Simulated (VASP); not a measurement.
Si4Ru: single point with PBE

Si4Ru:

```
Si Ru
1.0
     3.36063   -3.57498    0.00000
     3.36063    3.57498    0.00000
     0.00000    0.00000    2.99015
Si Ru
4 1
Direct
  0.27967 0.27967 0.00000
  0.18155 0.81845 0.50000
  0.81845 0.18155 0.50000
  0.72033 0.72033 0.00000
  0.00000 0.00000 0.00000
```

```json
{
 "Program": "VASP 6.6.1",
 "Task": "single point",
 "Functional": "PBE",
 "Potentials or basis": "VASP PAW PBE potentials, release 64 (Si, Ru_pv)",
 "Cutoff": "520 eV",
 "k mesh": "4 × 4 × 6",
 "Occupations": "gaussian, width 0.1 eV",
 "Spin": "no spin polarisation",
 "Dipole correction": "no",
 "Further INCAR settings": "ALGO = Normal; EDIFF = 1e-06; NBANDS = 23"
}
```

The pressure is 91.6 GPa, the largest force is 15.174 eV/Å and the band gap on the k mesh is zero (band 15 reaches 12.83 eV, above the bottom of band 16 at 8.80 eV).

Forces in eV/Å, atoms in the order of the input:
```
Si   15.174   0.000   0.000
Si    0.000 -14.311   0.000
Si    0.000  14.311   0.000
Si  -15.174   0.000   0.000
Ru    0.000   0.000   0.000
```

Stress tensor (GPa, compression positive):
```
107.99   0.00   0.00
  0.00  67.14   0.00
  0.00   0.00  99.53
```

Levels at points of the mesh, in eV from the Fermi level:
| k point | band 12 | band 13 | band 14 | band 15 | band 16 | band 17 | band 18 | band 19 |
| --- | --- | --- | --- | --- | --- | --- | --- | --- |
| (0.00, 0.00, 0.00) | -4.49 | -1.72 | -0.90 | -0.77 | 1.54 | 1.64 | 3.78 | 6.77 |
| (0.50, 0.00, 0.00) | -3.97 | -2.51 | -1.31 | 0.83 | 2.42 | 3.49 | 3.75 | 5.44 |
| (0.50, 0.50, 0.00) | -5.13 | 1.31 | 1.52 | 2.59 | 2.60 | 2.85 | 3.11 | 3.52 |
| (0.00, 0.00, 0.50) | -2.40 | -2.23 | -1.98 | -1.34 | -0.63 | 0.38 | 0.91 | 1.56 |
| (0.50, 0.00, 0.50) | -2.26 | -2.19 | -1.84 | -1.16 | -0.39 | 0.69 | 1.62 | 1.73 |
| (0.50, 0.50, 0.50) | -4.11 | -3.89 | -2.33 | -1.71 | -1.07 | 2.31 | 2.59 | 5.03 |

Wall time 20 s on 1 thread of Intel(R) Xeon(R) 6975P-C (Granite Rapids), on a shared host, peak memory 0.19 GiB.

Caveat: forces of over 1 eV/Å act on the atoms, so gaps and moduli don't describe the material at rest.
